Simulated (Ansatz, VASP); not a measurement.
## Nb: VASP beside Ansatz

Contents of POSCAR:

```
Nb
1.0
    0.0000000000      2.1008049414      2.1008049414
    2.1008049414      0.0000000000      2.1008049414
    2.1008049414      2.1008049414      0.0000000000
Nb
1
Direct
    0.0000000000      0.0000000000      0.0000000000
```

INCAR.step1

```
ALGO = Normal ; EDIFF = 1E-4
ENCUT = 520 ; GGA = PE
ISMEAR = -1 ; LASPH = True
LCHARG = False ; LREAL = False
LWAVE = True ; NBANDS = 12
NELM = 60 ; PREC = Accurate
SIGMA = 0.05
```

The input INCAR.step2:

```
ALGO = Normal ; EDIFF = 1E-6
ENCUT = 520 ; ISIF = 2
ISMEAR = -1 ; ISTART = 1
LASPH = True ; LCHARG = True
LELF = True ; LMIXTAU = True
LREAL = False ; LVHAR = True
LWAVE = False ; METAGGA = R2SCAN
NBANDS = 12 ; NELM = 60
PREC = Accurate ; SIGMA = 0.05
```

KPOINTS

```
k-points
0
Gamma
  11 11 11
```

The input input.yaml:

```yaml
crystal:
  lattice:
    - [0.0, 2.1008049414, 2.1008049414]
    - [2.1008049414, 0.0, 2.1008049414]
    - [2.1008049414, 2.1008049414, 0.0]
  atoms:
    - { symbol: Nb, position: [0.0, 0.0, 0.0] }
hamiltonian:
  xc: r2scan
  pseudopotentials: { kind: paw }
kpoints:
  mp_grid: { grid: [11, 11, 11] }
scf:
  occupations: { method: fermi_dirac, width: 0.05 }
output:
  forces: true
  stress: true
  eigenvalues: true
```

Alike in both runs: task single point; functional r2SCAN; k mesh 11 × 11 × 11; occupations fermi-dirac, width 0.05 eV; no spin polarisation.

```csv
,VASP,Ansatz
version,VASP 6.6.1,Ansatz 0.2.0
potentials or method,"VASP PAW PBE potentials, release 64 (Nb_sv)",Ansatz PAW
plane-wave cutoff (eV),520,500
valence electrons in the cell,13,13
```

Ansatz gave:

| Quantity | Value |
| --- | --- |
| gap on the k mesh at the Fermi level (eV) | none |
| pressure (GPa) | 0.8 |

**Question.** What did VASP give for the same quantities?

**Answer.** gap on the k mesh at the Fermi level (eV): none; pressure (GPa): 0.6.

VASP's potentials were made for PBE, not for r2SCAN. A gap of «none» marks a metal or a gap that the smearing closes.
